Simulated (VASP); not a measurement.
**Be12H4C: single point with PBEsol**

Be12H4C, a slab with vacuum:

```
Be C H
1.0
     4.58000    0.00000    0.00000
     2.29000    3.96640    0.00000
     0.00000    0.00000   15.58843
Be C H
12 1 4
Cartesian
  0.0000 0.0000 1.0000
  2.2900 0.0000 1.0000
  1.1450 1.9832 1.0000
  3.4350 1.9832 1.0000
  0.0000 1.3221 2.8421
  2.2900 1.3222 2.8395
  1.1451 3.3053 2.8395
  3.4349 3.3053 2.8395
  -0.0001 -0.0008 4.6812
  2.2900 0.0000 4.6789
  1.1457 1.9835 4.6812
  3.4344 1.9836 4.6812
  0.0006 1.3225 8.4701
  -1.0349 1.3268 8.1021
  0.5146 0.4236 8.1021
  0.5220 2.2170 8.1019
  0.0007 1.3226 9.5679
```

```yaml
Program: VASP 6.6.1
Task: single point
Functional: PBEsol
Potentials_or_basis: VASP PAW PBE potentials, release 64 (Be, C, H)
Cutoff: 520 eV
k_mesh: 5 × 5 × 1
Occupations: gaussian, width 0.15 eV
Spin: no spin polarisation
Dipole_correction: no
Further_INCAR_settings: LREAL = Auto; ALGO = Normal; EDIFF = 1e-06; NBANDS = 30
```

```json
{
  "Largest force": "0.034 eV/Å",
  "Band gap on the k mesh": "zero (band 16 reaches -0.21 eV, above the bottom of band 17 at -2.53 eV)"
}
```

Forces in eV/Å, atoms in the order of the input:
```
Be   0.000  0.004 -0.009
Be   0.000  0.000 -0.013
Be  -0.004 -0.002 -0.009
Be   0.004 -0.002 -0.009
Be   0.000  0.000 -0.002
Be   0.000  0.000  0.000
Be   0.000  0.000  0.000
Be   0.000  0.000  0.000
Be   0.001  0.000  0.011
Be   0.000  0.000  0.010
Be   0.000  0.000  0.011
Be   0.000  0.000  0.011
C   -0.003 -0.002 -0.011
H   -0.023  0.000 -0.009
H    0.012 -0.020 -0.009
H    0.012  0.021 -0.009
H    0.000  0.000  0.034
```

Levels at points of the mesh, in eV from the Fermi level:
```
           k point  band 14  band 15  band 16  band 17  band 18  band 19  band 20  band 21
(0.00, 0.00, 0.00)    -1.79    -1.75    -1.75    -1.75     2.83     2.83     2.83     3.72
```

Run time: 5 min on 1 thread of Intel Xeon 6975P-C, with other jobs on the host, peak memory 0.4 GiB.

Caveat: the PAW data sets were made with another functional, which shifts forces and pressure a little.
